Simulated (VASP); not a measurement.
Runs of VASP 6.6.1 on SiC. The structure is that of space group P6_3mc (No. 186), or close to it. The cells are those of the table. 

| task | level | cell | k mesh | cutoff (eV) | smearing | grid for exact exchange (PRECFOCK) | share of exact exchange | gap on the mesh (eV) | pressure (GPa) | relaxed volume (Å³/atom) |
| --- | --- | --- | --- | --- | --- | --- | --- | --- | --- | --- |
| single point | PBE0 | a = 3.075, b = 3.075, c = 5.048 Å, angles 90.0, 90.0, 120.0°, 4 atoms | 6 × 6 × 4 | 520 | gaussian 0.01 eV | Normal | 0.25 | (a) | -1.7 | - |
| dielectric tensor | r2SCAN | a = 3.075, b = 3.075, c = 5.048 Å, angles 90.0, 90.0, 120.0°, 4 atoms | 9 × 9 × 4 | 520 | gaussian 0.01 eV | - | - | 2.66 | - | - |
| relaxation of cell and atoms | PBE | relaxed from a = 3.074, b = 3.074, c = 5.045 Å, angles 90.0, 90.0, 120.0°, 4 atoms | 12 × 12 × 6 | 600 | fermi-dirac 0.02 eV | - | - | 2.30 | 0.0 | 10.49 |
| relaxation of cell and atoms | r2SCAN | relaxed from a = 3.092, b = 3.092, c = 5.074 Å, angles 90.0, 90.0, 120.0°, 4 atoms | 12 × 12 × 4 | 600 | fermi-dirac 0.02 eV | - | - | 2.66 | 0.0 | (b) |

Alike in all rows: potentials or basis VASP PAW PBE potentials, release 64 (Si, C); no spin polarisation.

**Question.** Estimate the missing entries.

**Answer.** (a) 3.90; (b) 10.32.

Caveats: the PAW data sets were made with another functional, which shifts forces and pressure a little (at least some runs); an odd mesh through Γ misses points on the zone boundary, where band edges can lie (at least some runs).
